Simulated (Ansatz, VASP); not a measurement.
# SiC in VASP and in Ansatz

```
CELL_PARAMETERS angstrom
3.07756 0.00000 0.00000
-1.53878 2.66524 0.00000
0.00000 0.00000 10.07672
ATOMIC_POSITIONS crystal
Si 0.00000 0.00000 0.99986
Si 0.33333 0.66667 0.24991
Si 0.00000 0.00000 0.49986
Si 0.66667 0.33333 0.74991
C 0.00000 0.00000 0.18728
C 0.33333 0.66667 0.43795
C 0.00000 0.00000 0.68728
C 0.66667 0.33333 0.93795
```

Alike in both runs: task single point; functional PBE; k mesh 12 × 12 × 4; occupations fermi-dirac, width 0.02 eV; no spin polarisation.

```csv
,VASP,Ansatz
version,VASP 6.6.1,Ansatz 0.2.0
potentials or method,"VASP PAW PBE potentials, release 64 (Si, C)","plane waves, PAW"
plane-wave cutoff (eV),520,420
valence electrons in the cell,32,32
```

VASP gave:

- gap on the k mesh at the Fermi level (eV): 2.23
- pressure (GPa): 3.4
- traceless stress, the component that is largest in VASP (GPa): -0.08

Problem. Which values does Ansatz return?

Solution. gap on the k mesh at the Fermi level (eV): 2.23; pressure (GPa): 3.5; traceless stress, the component that is largest in VASP (GPa): -0.08.
